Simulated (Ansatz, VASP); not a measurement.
# GaN: VASP beside Ansatz

File POSCAR:

```
GaN
1.0
    0.0000000000      2.1085152343      2.0874300820
    2.1085152343      0.0000000000      2.0874300820
    2.1085152343      2.1085152343      0.0000000000
Ga N
1 1
Direct
    0.0000000000      0.0000000000      0.0000000000
    0.5000000000      0.5000000000      0.5000000000
```

Contents of INCAR.step1:

```
ALGO = Normal ; EDIFF = 1E-5
ENCUT = 910 ; GGA = PE
GGA_COMPAT = False ; ISMEAR = 0
LASPH = True ; LCHARG = False
LREAL = False ; LWAVE = True
NBANDS = 16 ; NELM = 120
PREC = Accurate ; SIGMA = 0.01
```

File INCAR.step2:

```
ALGO = Normal ; EDIFF = 1E-6
ENCUT = 910 ; GGA_COMPAT = False
ISIF = 2 ; ISMEAR = 0
ISTART = 1 ; LASPH = True
LCHARG = False ; LMIXTAU = True
LREAL = False ; LWAVE = False
METAGGA = R2SCAN ; NBANDS = 16
NELM = 120 ; PREC = Accurate
SIGMA = 0.01
```

KPOINTS

```
k-points
0
Gamma
  10 10 10
```

Input for Ansatz:

```yaml
crystal:
  lattice:
    - [0.0, 2.1085152343, 2.087430082]
    - [2.1085152343, 0.0, 2.087430082]
    - [2.1085152343, 2.1085152343, 0.0]
  atoms:
    - { symbol: Ga, position: [0.0, 0.0, 0.0] }
    - { symbol: "N", position: [0.5, 0.5, 0.5] }
kpoints:
  mp_grid: { grid: [10, 10, 10] }
  band_path:
    path:
      - [0.0, 0.0, 0.0]
      - [0.5, 0.0, 0.5]
      - [0.625, 0.25, 0.625]
      - [0.375, 0.375, 0.75]
      - [0.5, 0.5, 0.5]
      - [0.5, 0.25, 0.75]
      - [0.002604, 0.179687, -0.177083]
      - [0.5, 0.5, 0.0]
    npoints: 1
hamiltonian:
  xc: r2scan
scf:
  occupations: { method: fixed }
  n_extra_bands: 4
output:
  forces: true
  stress: true
  eigenvalues: true
  write_density: true
  write_potential: true
  elf: true
  volumetric_format: npy
```

Change from the starting cell: uniaxial_z strain -1.0%.

Alike in both runs: task single point; functional r2SCAN; k mesh 10 × 10 × 10; no spin polarisation.

|  | VASP | Ansatz |
| --- | --- | --- |
| version | VASP 6.6.1 | Ansatz 0.2.0 |
| potentials or method | VASP PAW PBE potentials, release 64 (Ga_d, N_h) | plane waves, PAW |
| plane-wave cutoff (eV) | 910 | 500 |
| occupations | gaussian, width 0.01 eV | fixed |
| valence electrons in the cell | 18 | 18 |

```tsv
	VASP	Ansatz	Ansatz less VASP
gap on the k mesh at the Fermi level (eV)	1.17	1.19	+0.022
```

VASP's potentials were made for PBE, not for r2SCAN.

Noted on VASP's run: the cutoff is short for stress, so the pressure is rough.
